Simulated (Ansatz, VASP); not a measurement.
**Two plane-wave programs on PbO**

Contents of INCAR:

```
ALGO     = Normal         # electronic algorithm
EDIFF    = 1E-6           # SCF threshold, eV
ENCUT    = 520            # plane-wave cutoff, eV
GGA      = PS             # functional
ISIF     = 2              # what is computed and relaxed
ISMEAR   = 0              # smearing method
LASPH    = T              # aspherical terms in the spheres
LCHARG   = F              # write CHGCAR
LREAL    = F              # projectors in reciprocal space
LWAVE    = F              # write WAVECAR
NBANDS   = 28             # bands
NELM     = 80             # most SCF steps
PREC     = Accurate       # precision mode
SIGMA    = 0.02           # smearing width, eV
```

File KPOINTS:

```
k-points
0
Gamma
  8 8 6
```

File POSCAR:

```
PbO
1.0
    3.9881544320      0.0000000000      0.0000000000
    0.0000000000      3.9881544320      0.0000000000
    0.0000000000      0.0000000000      5.0850252434
Pb O
2 2
Direct
    0.0000000000      0.5000000000      0.2329192845
    0.5000000000      0.0000000000      0.7670807155
    0.0000000000      0.0000000000      0.0000000000
    0.5000000000      0.5000000000      0.0000000000
```

Input for Ansatz:

```yaml
crystal:
  lattice:
    - [3.988154432, 0.0, 0.0]
    - [0.0, 3.988154432, 0.0]
    - [0.0, 0.0, 5.0850252434]
  atoms:
    - { symbol: Pb, position: [0.0, 0.5, 0.2329192845] }
    - { symbol: Pb, position: [0.5, 0.0, 0.7670807155] }
    - { symbol: O, position: [0.0, 0.0, 0.0] }
    - { symbol: O, position: [0.5, 0.5, 0.0] }
basis:
  ecutwfc: 600.0
kpoints:
  mp_grid: { grid: [8, 8, 6] }
hamiltonian:
  xc: pbesol
  pseudopotentials: { kind: paw, azcp: { folder: soft_1 } }
scf:
  occupations: { method: gaussian, width: 0.02 }
output:
  forces: true
  stress: true
  eigenvalues: true
```

Alike in both runs: task single point; functional PBEsol; k mesh 8 × 8 × 6; occupations gaussian, width 0.02 eV; no spin polarisation.

```csv
,VASP,Ansatz
version,VASP 6.6.1,Ansatz 0.2.0
potentials or method,"VASP PAW PBE potentials, release 64 (Pb_d, O), cutoff 520 eV","scalar-relativistic, plane waves, PAW"
valence electrons in the cell,40,40
```

```csv
,VASP,Ansatz,Ansatz less VASP
gap on the k mesh at the Fermi level (eV),1.25,1.25,0.000
least direct gap on the mesh (eV),2.19,2.21,+0.017
pressure (GPa),0.1,0.0,-0.08
rms of the force components (eV/Å),0.018,0.000,-0.0175
```

VASP's potentials were made for PBE, not for PBEsol, and Ansatz warns of the same on its side. Atom by atom the forces differ by 0.018 eV/Å (rms over components). The functional is the same, so the differences come from potentials, cutoffs and numerics.

Neither program's run includes spin-orbit coupling.
